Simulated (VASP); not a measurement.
# Se (P-1) in VASP: further runs

The runs below take Se through single point, with PBEsol.

Everything below comes from runs of VASP 6.6.1. Logs are shortened: lines on timing, memory, paths and dates and some standing lists are left out, and cuts for length are marked.

**1. The cell of the first run**

The typed cell holds 2 atoms: a = 4.392 Å, b = 4.426 Å, c = 4.437 Å, α = 59.22°, β = 60.91°, γ = 60.13°.

**2. Single point, PBEsol**

INCAR reads:

```
SYSTEM = Se
  PREC = Accurate
  ENCUT = 520
  EDIFF = 1E-6
  ISMEAR = -1
  SIGMA = 0.05
  LREAL = .False.
  LASPH = .True.
  NELM = 60
  ALGO = Normal
  ISIF = 2
  LWAVE = .False.
  LCHARG = .True.
  GGA = PS
  LELF = .True.
  LVHAR = .True.
  NBANDS = 13
```

KPOINTS reads:

```
Automatic mesh
0
Gamma
  4 4 4
  0 0 0
```

POSCAR reads:

```
Se
1.0
   -0.0107600000      3.0890900000      3.1226300000
    3.1586400000      0.0116900000      3.1001800000
    3.1832800000      3.0912800000     -0.0129500000
Se
2
Direct
    0.4921910851      0.5089864250      0.4993400191
    0.7581100000      0.7324300000      0.7726200000
```

Potentials or basis: VASP PAW PBE potentials, release 64 (Se).

Started as:

```
$ cat potpaw_PBE.64/Se/POTCAR > POTCAR
$ mpirun -np 1 vasp_std > vasp.out
```

OUTCAR:

```text
SYSTEM = Se
   PREC = Accurate
   ENCUT = 520
   EDIFF = 1E-6
   ISMEAR = -1
   LREAL = .False.
   LASPH = .True.
   NELM = 60
   ISIF = 2
   GGA = PS

 ion  position               nearest neighbor table
   1  0.492  0.509  0.499-   2 2.64   2 2.66   2 2.75   2 2.79
   2  0.758  0.732  0.773-   1 2.64   1 2.66   1 2.75   1 2.79

  LATTYP: Found a triclinic cell.
 ALAT       =     7.6052079239
 B/A-ratio  =     0.5757959409
 C/A-ratio  =     1.4221936676
 COS(alpha) =     0.0022611127
 COS(beta)  =     0.4793304910
 COS(gamma) =     0.8621746754

  Lattice vectors:

 A1 = (  -3.1340000000,   3.0679000000,  -6.2133100000)
 A2 = (   0.0246400000,   3.0795900000,  -3.1131300000)
 A3 = (  -6.3311600000,  -6.1920600000,  -6.2098600000)

Analysis of symmetry for initial positions (statically):
=====================================================================
 Subroutine PRICEL returns:
 Original cell was already a primitive cell.

 Routine SETGRP: Setting up the symmetry group for a
 triclinic supercell.

 Subroutine GETGRP returns: Found  2 space group operations
 (whereof  1 operations were pure point group operations)
 out of a pool of  2 trial point group operations.

The static configuration has the point symmetry C_1 .
 The point group associated with its full space group is S_2 .

Analysis of symmetry for dynamics (positions and initial velocities):
=====================================================================
 Subroutine PRICEL returns:
 Original cell was already a primitive cell.

 Routine SETGRP: Setting up the symmetry group for a
 triclinic supercell.

 Subroutine GETGRP returns: Found  2 space group operations
 (whereof  1 operations were pure point group operations)
 out of a pool of  2 trial point group operations.

The dynamic configuration has the point symmetry C_1 .
 The point group associated with its full space group is S_2 .

 Subroutine INISYM returns: Found  2 space group operations
 (whereof  1 operations are pure point group operations),
 and found     1 'primitive' translations

----------------------------------------------------------------------------------------

                                     Primitive cell

  volume of cell :      61.0888

  direct lattice vectors                    reciprocal lattice vectors
    -0.010760000  3.089090000  3.122630000    -0.156881019  0.162217013  0.159227640
     3.158640000  0.011690000  3.100180000     0.158669425 -0.162714992  0.161514024
     3.183280000  3.091280000 -0.012950000     0.156169853  0.162003825 -0.159725619

  length of vectors
     4.392426542  4.425862553  4.437279718     0.276187355  0.278817027  0.275946617

  position of ions in fractional coordinates (direct lattice)
     0.492191085  0.508986425  0.499340019
     0.758110000  0.732430000  0.772620000

  ion indices of the primitive-cell ions
   primitive index   ion index
                 1           1
                 2           2

----------------------------------------------------------------------------------------

 KPOINTS: Automatic mesh

Automatic generation of k-mesh.
 Grid dimensions read from file:
 generate k-points for:    4    4    4

 Generating k-lattice:

  Cartesian coordinates                     Fractional coordinates (reciprocal lattice)
    -0.039220255  0.040554253  0.039806910     0.250000000  0.000000000 -0.000000000
     0.039667356 -0.040678748  0.040378506     0.000000000  0.250000000  0.000000000
     0.039042463  0.040500956 -0.039931405    -0.000000000 -0.000000000  0.250000000

  Length of vectors
     0.069046839  0.069704257  0.068986654

  Shift w.r.t. Gamma in fractional coordinates (k-lattice)
     0.000000000  0.000000000  0.000000000

 Subroutine IBZKPT returns following result:
 ===========================================

 Found     36 irreducible k-points:

 Following reciprocal coordinates:
            Coordinates               Weight
  0.000000  0.000000  0.000000      1.000000
  0.250000  0.000000  0.000000      2.000000
  0.500000  0.000000  0.000000      1.000000
  0.000000  0.250000 -0.000000      2.000000
  0.250000  0.250000  0.000000      2.000000
  0.500000  0.250000 -0.000000      2.000000
[... 16 lines left out ...]
  0.000000 -0.250000  0.250000      2.000000
  0.250000 -0.250000  0.250000      2.000000
 [... further k-points ...]
   k-points           NKPTS =     36   k-points in BZ     NKDIM =     36   number of bands    NBANDS=     13
   number of dos      NEDOS =    301   number of ions     NIONS =      2
   total plane-waves  NPLWV =  46656
   dimension x,y,z NGX =    36 NGY =   36 NGZ =   36
   dimension x,y,z NGXF=    72 NGYF=   72 NGZF=   72
   ions per type =               2
   NGX,Y,Z   is equivalent  to a cutoff of  13.63, 13.52, 13.49 a.u.
   NGXF,Y,Z  is equivalent  to a cutoff of  27.25, 27.04, 26.98 a.u.
 SYSTEM =  Se
   PREC   = accura    normal or accurate (medium, high low for compatibility)
[... 62 lines left out ...]

 k-point     1 :       0.0000    0.0000    0.0000
  band No.  band energies     occupation
      1     -13.2669      2.00000
      2      -7.9015      2.00000
      3      -1.8144      2.00000
      4      -1.1902      2.00000
      5      -0.8114      2.00000
      6       1.1277      2.00000
      7       1.3606      2.00000
      8       1.8107      1.99961
      9       6.4233      0.00000
     10       9.6216      0.00000
     11      10.0227      0.00000
     12      11.2475      0.00000
     13      11.8971      0.00000

 k-point     2 :       0.2500    0.0000    0.0000
  band No.  band energies     occupation
      1     -12.8444      2.00000
      2      -8.9142      2.00000
      3      -1.9515      2.00000
      4      -1.5475      2.00000
      5      -1.3280      2.00000
      6       1.7875      1.99975
      7       2.1097      1.85604
      8       2.6461      0.00057
      9       7.8864      0.00000
     10       9.0240      0.00000
     11       9.2268      0.00000
     12      10.9466      0.00000
     13      13.6303      0.00000

 k-point     3 :       0.5000    0.0000    0.0000
  band No.  band energies     occupation
      1     -12.1638      2.00000
      2     -10.0757      2.00000
      3      -2.1859      2.00000
      4      -1.8796      2.00000
      5      -1.6744      2.00000
      6       2.1928      1.41954
      7       2.9375      0.00000
      8       4.0604      0.00000
      9       8.7337      0.00000
     10       8.9935      0.00000
     11       9.7427      0.00000
     12      10.4442      0.00000
     13      11.6989      0.00000

 k-point     4 :       0.0000    0.2500   -0.0000
  band No.  band energies     occupation
      1     -12.8990      2.00000
      2      -8.6971      2.00000
      3      -2.1569      2.00000
      4      -1.6296      2.00000
      5      -1.4973      2.00000
      6       1.8374      1.99933
      7       2.3439      0.21319
      8       2.3896      0.09124
      9       7.9574      0.00000
     10       9.1116      0.00000
     11       9.4381      0.00000
     12      10.7371      0.00000
     13      14.2146      0.00000

 k-point     5 :       0.2500    0.2500    0.0000
  band No.  band energies     occupation
      1     -12.7042      2.00000
      2      -9.1240      2.00000
      3      -2.3366      2.00000
      4      -2.1230      2.00000
      5      -0.2813      2.00000
      6       0.6090      2.00000
      7       2.8486      0.00001
      8       3.2093      0.00000
      9       7.5287      0.00000
     10       8.6764      0.00000
     11      10.6800      0.00000
     12      12.9510      0.00000
     13      13.3315      0.00000
[... 257 lines left out ...]
 k-point    22 :      -0.2500    0.5000    0.2500
  band No.  band energies     occupation
      1     -11.2191      2.00000
      2     -11.1151      2.00000
      3      -3.0825      2.00000
      4      -2.9649      2.00000
      5       1.0435      2.00000
      6       1.1418      2.00000
      7       3.6699      0.00000
      8       3.8846      0.00000
      9       7.9900      0.00000
     10       8.0033      0.00000
     11      11.6135      0.00000
     12      11.6199      0.00000
     13      15.0056      0.00000

 k-point    23 :       0.0000   -0.2500    0.2500
  band No.  band energies     occupation
      1     -12.2791      2.00000
      2      -9.8134      2.00000
      3      -3.0955      2.00000
      4      -1.9573      2.00000
      5      -0.5841      2.00000
      6       2.2041      1.32260
      7       2.6336      0.00073
      8       3.4868      0.00000
      9       8.4106      0.00000
     10       8.7980      0.00000
     11       9.7217      0.00000
     12      11.9396      0.00000
     13      12.8810      0.00000

 k-point    24 :       0.2500   -0.2500    0.2500
  band No.  band energies     occupation
      1     -12.0658      2.00000
      2     -10.0430      2.00000
      3      -2.9091      2.00000
      4      -2.7987      2.00000
      5      -0.3964      2.00000
      6       1.6032      1.99999
      7       3.5940      0.00000
      8       3.7878      0.00000
      9       7.8997      0.00000
     10       9.3139      0.00000
     11      10.4843      0.00000
     12      12.0714      0.00000
     13      12.8431      0.00000

 [... further k-points ...]
[... 5 lines left out ...]
  --------------------------------------------------------------------------------------
  -------------------------------------------------------------------------------------
  Total        0.2385929     -0.4273827     -0.0446858     -0.2900613      0.0329329      1.0720995
  in kB        6.2575787    -11.2089719     -1.1719762     -7.6074412      0.8637305     28.1179712
  external PRESSURE =      -2.0411232 kB  Pullay stress =       0.0000000 kB

 VOLUME and BASIS-vectors are now :
 -----------------------------------------------------------------------------
  energy-cutoff  :      520.00
  volume of cell :       61.09
      direct lattice vectors                 reciprocal lattice vectors
    -0.010760000  3.089090000  3.122630000    -0.156881019  0.162217013  0.159227640
     3.158640000  0.011690000  3.100180000     0.158669425 -0.162714992  0.161514024
     3.183280000  3.091280000 -0.012950000     0.156169853  0.162003825 -0.159725619

 POSITION                                       TOTAL-FORCE (eV/Angst)
 -----------------------------------------------------------------------------------
      3.19195      3.06997      3.10841        -0.163610     -0.946757      0.172797
      4.76479      4.73882      4.62796         0.163610      0.946757     -0.172797
 -----------------------------------------------------------------------------------
    total drift:                               -0.000000      0.000000     -0.000000

  FREE ENERGIE OF THE ION-ELECTRON SYSTEM (eV)
  ---------------------------------------------------
  free  energy   TOTEN  =        -6.6300237478 eV

  energy  without entropy=       -6.6126158887  energy(sigma->0) =       -6.62131982
```

It took 19 s on 1 thread of AMD EPYC 9R45 (Zen 5), shared host; peak memory 0.17 GiB.

What came out:

```
Free energy            : -6.6300 eV
Pressure               : -0.2 GPa
Largest force          : 0.976 eV/Å
Band gap on the k mesh : zero (band 6 reaches 2.40 eV, above the bottom of band 7 at 1.36 eV)
```

Forces in eV/Å, atoms in the order of the input:
```
Se  -0.164 -0.947  0.173
Se   0.164  0.947 -0.173
```

Levels at points of the mesh, in eV from the Fermi level:
```csv
k point,band 3,band 4,band 5,band 6,band 7,band 8,band 9,band 10
"(0.00, 0.00, 0.00)",-4.05,-3.43,-3.05,-1.11,-0.88,-0.43,4.19,7.38
"(0.50, 0.00, 0.00)",-4.42,-4.12,-3.91,-0.04,0.70,1.82,6.50,6.76
"(0.00, 0.50, 0.00)",-4.66,-4.39,-4.04,-0.06,0.54,1.70,6.62,7.17
"(0.50, 0.50, 0.00)",-5.11,-4.96,-2.14,-1.93,2.19,2.32,6.04,6.21
"(0.00, 0.00, 0.50)",-4.32,-4.08,-3.97,0.04,0.65,1.87,6.37,6.78
"(0.50, 0.00, 0.50)",-5.38,-4.86,-2.40,-1.68,2.08,2.53,5.82,6.56
"(0.00, 0.50, 0.50)",-4.99,-4.92,-2.02,-1.94,2.20,2.25,6.05,6.06
"(0.50, 0.50, 0.50)",-4.67,-4.28,-3.89,-0.13,0.69,1.71,6.66,6.96
```

Caveat: the k points lie up to 0.44 Å⁻¹ apart; the PAW data sets were made with another functional, which shifts forces and pressure a little.

**3. Single point, PBEsol**

INCAR reads:

```
PREC     = Accurate       # precision mode
ENCUT    = 520            # plane-wave cutoff, eV
EDIFF    = 1E-6           # SCF threshold, eV
ISMEAR   = -1             # smearing method
SIGMA    = 0.05           # smearing width, eV
LREAL    = False          # projectors in reciprocal space
LASPH    = True           # aspherical terms in the spheres
NELM     = 100            # most SCF steps
ALGO     = Normal         # electronic algorithm
ISIF     = 2              # what is computed and relaxed
LWAVE    = False          # write WAVECAR
LCHARG   = True           # write CHGCAR
GGA      = PS             # functional
LELF     = True           # ELF
LVHAR    = True         
NBANDS   = 13             # bands
```

KPOINTS reads:

```
Automatic mesh
0
Gamma
  4 4 4
```

Changes to POSCAR since step 2:

```diff
@@ -8,3 +8,3 @@
 Direct
-    0.4921910851      0.5089864250      0.4993400191
+    0.4905689149      0.5106135750      0.4977199809
     0.7581100000      0.7324300000      0.7726200000
```

Potentials or basis: VASP PAW PBE potentials, release 64 (Se).

Started as:

```
$ cat potpaw_PBE.64/Se/POTCAR > POTCAR
$ mpirun -np 1 vasp_std > vasp.out
```

Run time: 18 s. Hardware: 1 thread of AMD EPYC 9R45 (Zen 5), shared host; peak memory 0.17 GiB.

It converged, with:

```yaml
Free_energy: -6.6397 eV
Pressure: -0.2 GPa
Largest_force: 1.013 eV/Å
Band_gap_on_the_k_mesh: zero (band 6 reaches 2.38 eV, above the bottom of band 7 at 1.35 eV)
```

Forces on the atoms (eV/Å):
```
Se  -0.164 -0.986  0.161
Se   0.164  0.986 -0.161
```

Stress tensor (GPa, compression positive):
```
 0.52 -0.74  2.93
-0.74 -1.08  0.08
 2.93  0.08 -0.13
```

Levels at points of the mesh, in eV from the Fermi level:
```tsv
k point	band 3	band 4	band 5	band 6	band 7	band 8	band 9	band 10
(0.00, 0.00, 0.00)	-4.09	-3.41	-3.00	-1.13	-0.88	-0.39	4.19	7.39
(0.50, 0.00, 0.00)	-4.43	-4.10	-3.88	-0.06	0.74	1.84	6.48	6.77
(0.00, 0.50, 0.00)	-4.69	-4.39	-4.01	-0.09	0.58	1.69	6.62	7.21
(0.50, 0.50, 0.00)	-5.10	-4.95	-2.14	-1.92	2.20	2.33	6.05	6.22
(0.00, 0.00, 0.50)	-4.32	-4.06	-3.93	0.02	0.69	1.88	6.35	6.79
(0.50, 0.00, 0.50)	-5.39	-4.83	-2.42	-1.64	2.07	2.56	5.80	6.60
(0.00, 0.50, 0.50)	-4.98	-4.91	-2.02	-1.93	2.21	2.25	6.05	6.07
(0.50, 0.50, 0.50)	-4.70	-4.29	-3.86	-0.16	0.72	1.71	6.66	7.00
```

Caveat: the k points lie up to 0.44 Å⁻¹ apart; the PAW data sets were made with another functional, which shifts forces and pressure a little.

**4. Single point, PBEsol**

INCAR reads:

```
ALGO     = Normal         # electronic algorithm
EDIFF    = 1E-7           # SCF threshold, eV
ENCUT    = 520            # plane-wave cutoff, eV
GGA      = PS             # functional
ISIF     = 2              # what is computed and relaxed
ISMEAR   = -1             # smearing method
LASPH    = T              # aspherical terms in the spheres
LCHARG   = T              # write CHGCAR
LELF     = T              # ELF
LREAL    = F              # projectors in reciprocal space
LVHAR    = T            
LWAVE    = F              # write WAVECAR
NBANDS   = 13             # bands
NELM     = 60             # most SCF steps
PREC     = Accurate       # precision mode
SIGMA    = 0.05           # smearing width, eV
```

KPOINTS reads:

```
k-points
0
Gamma
  4 4 4
```

Changes to POSCAR since step 3:

```diff
@@ -8,3 +8,3 @@
 Direct
-    0.4905689149      0.5106135750      0.4977199809
+    0.4881356597      0.5130542998      0.4952899235
     0.7581100000      0.7324300000      0.7726200000
```

Started as:

```
$ cat potpaw_PBE.64/Se/POTCAR > POTCAR
$ mpirun -np 1 vasp_std > vasp.out
```

It took 21 s on 1 thread of AMD EPYC 9R45 (Zen 5), shared host; peak memory 0.17 GiB.

Results (log left out):

* Free energy: -6.6548 eV
* Pressure: -0.3 GPa
* Largest force: 1.045 eV/Å
* Band gap on the k mesh: zero (band 6 reaches 2.35 eV, above the bottom of band 7 at 1.34 eV)

Forces on the atoms (eV/Å):
```
Se  -0.160 -1.022  0.144
Se   0.160  1.022 -0.144
```

Stress tensor (GPa, compression positive):
```
 0.37 -0.70  3.05
-0.70 -1.01  0.06
 3.05  0.06 -0.16
```

Levels at points of the mesh, in eV from the Fermi level:
| k point | band 3 | band 4 | band 5 | band 6 | band 7 | band 8 | band 9 | band 10 |
| --- | --- | --- | --- | --- | --- | --- | --- | --- |
| (0.00, 0.00, 0.00) | -4.14 | -3.39 | -2.94 | -1.16 | -0.88 | -0.32 | 4.20 | 7.40 |
| (0.50, 0.00, 0.00) | -4.43 | -4.08 | -3.83 | -0.09 | 0.80 | 1.86 | 6.45 | 6.78 |
| (0.00, 0.50, 0.00) | -4.72 | -4.40 | -3.97 | -0.13 | 0.63 | 1.69 | 6.62 | 7.26 |
| (0.50, 0.50, 0.00) | -5.08 | -4.93 | -2.13 | -1.91 | 2.21 | 2.34 | 6.06 | 6.23 |
| (0.00, 0.00, 0.50) | -4.33 | -4.04 | -3.88 | -0.01 | 0.75 | 1.91 | 6.33 | 6.81 |
| (0.50, 0.00, 0.50) | -5.42 | -4.80 | -2.46 | -1.59 | 2.06 | 2.61 | 5.76 | 6.67 |
| (0.00, 0.50, 0.50) | -4.96 | -4.89 | -2.01 | -1.93 | 2.22 | 2.26 | 6.06 | 6.08 |
| (0.50, 0.50, 0.50) | -4.74 | -4.29 | -3.82 | -0.20 | 0.78 | 1.70 | 6.66 | 7.05 |

Caveat: the k points lie up to 0.44 Å⁻¹ apart; the PAW data sets were made with another functional, which shifts forces and pressure a little.

**5. Single point, PBEsol**

This run uses another cell than the first one, of 30.70 Å³/atom, 1.005 times its volume.

INCAR reads:

```
PREC = Accurate ; ENCUT = 520
EDIFF = 1E-6 ; ISMEAR = -1
SIGMA = 0.05 ; LREAL = F
LASPH = T ; NELM = 80
ALGO = Normal ; ISIF = 2
LWAVE = F ; LCHARG = F
GGA = PS ; NBANDS = 13
```

KPOINTS reads:

```
regular mesh
0
Gamma
  4 4 4
```

POSCAR reads:

```
Se
1.0
   -0.0107779035      3.0942299263      3.1278257334
    3.1638956503      0.0117094510      3.1053383789
    3.1885766487      3.0964235702     -0.0129715475
Se
2
Direct
    0.4913800000      0.5098000000      0.4985300000
    0.7581100000      0.7324300000      0.7726200000
```

Started as:

```
$ cat potpaw_PBE.64/Se/POTCAR > POTCAR
$ mpirun -np 1 vasp_std > vasp.out
```

It took 17 s on 1 thread of AMD EPYC 9R45 (Zen 5), shared host; peak memory 0.17 GiB.

Results (log left out):

| Quantity | Value |
| --- | --- |
| Free energy | -6.6342 eV |
| Pressure | -0.4 GPa |
| Largest force | 0.990 eV/Å |
| Band gap on the k mesh | zero (band 6 reaches 2.34 eV, above the bottom of band 7 at 1.32 eV) |

Forces on the atoms (eV/Å):
```
Se  -0.163 -0.962  0.166
Se   0.163  0.962 -0.166
```

Stress tensor (GPa, compression positive):
```
 0.34 -0.75  2.88
-0.75 -1.30  0.08
 2.88  0.08 -0.33
```

Levels at points of the mesh, in eV from the Fermi level:
| k point | band 3 | band 4 | band 5 | band 6 | band 7 | band 8 | band 9 | band 10 |
| --- | --- | --- | --- | --- | --- | --- | --- | --- |
| (0.00, 0.00, 0.00) | -4.05 | -3.40 | -3.01 | -1.11 | -0.87 | -0.40 | 4.19 | 7.40 |
| (0.50, 0.00, 0.00) | -4.40 | -4.09 | -3.87 | -0.05 | 0.72 | 1.81 | 6.49 | 6.76 |
| (0.00, 0.50, 0.00) | -4.65 | -4.37 | -4.00 | -0.07 | 0.56 | 1.68 | 6.62 | 7.19 |
| (0.50, 0.50, 0.00) | -5.08 | -4.93 | -2.13 | -1.91 | 2.18 | 2.31 | 6.05 | 6.21 |
| (0.00, 0.00, 0.50) | -4.30 | -4.05 | -3.93 | 0.03 | 0.67 | 1.86 | 6.36 | 6.79 |
| (0.50, 0.00, 0.50) | -5.35 | -4.82 | -2.40 | -1.65 | 2.06 | 2.53 | 5.81 | 6.58 |
| (0.00, 0.50, 0.50) | -4.95 | -4.89 | -2.01 | -1.93 | 2.19 | 2.23 | 6.05 | 6.06 |
| (0.50, 0.50, 0.50) | -4.66 | -4.27 | -3.86 | -0.14 | 0.71 | 1.69 | 6.67 | 6.98 |

Caveat: the k points lie up to 0.44 Å⁻¹ apart; the PAW data sets were made with another functional, which shifts forces and pressure a little.
